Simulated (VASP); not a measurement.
Input of a VASP 6.6.1 run:

INCAR

```
SYSTEM = In
  ALGO = Fast
  EDIFF = 1E-6
  ENCUT = 520
  GGA = PS
  ISIF = 2
  ISMEAR = -1
  IVDW = 13
  LASPH = .True.
  LCHARG = .True.
  LELF = .True.
  LREAL = .False.
  LVHAR = .True.
  LWAVE = .False.
  NBANDS = 26
  NELM = 80
  PREC = Accurate
  SIGMA = 0.05
```

Contents of KPOINTS:

```
k-points
0
Gamma
  9 9 9
  0 0 0
```

Contents of POSCAR:

```
In
1.0
    1.6571799250      0.9567732758      7.8658319745
   -1.6571799250      0.9567732758      7.8658319745
    0.0000000000     -1.9135465516      7.8658319745
In
3
Direct
    0.2217875055      0.2217875055      0.2217875055
    0.7782124945      0.7782124945      0.7782124945
    0.0000000000      0.0000000000      0.0000000000
```

Potentials or basis: VASP PAW PBE potentials, release 64 (In_d).

Run with:

```console
$ cat potpaw_PBE.64/In_d/POTCAR > POTCAR
$ mpirun -np 1 vasp_std > vasp.out
```

Task: What does it give for the band gap on the k mesh?

Result: Zero (an odd number of electrons rules out a gap without spin polarisation).

Task: Predict the pressure.

Result: -0.2 GPa.

Task: Predict the dispersion energy per atom.

Result: -0.220 eV.

Caveat: the PAW data sets were made with another functional, which shifts forces and pressure a little; spin-orbit coupling is left out, which moves the levels of the heavy elements.
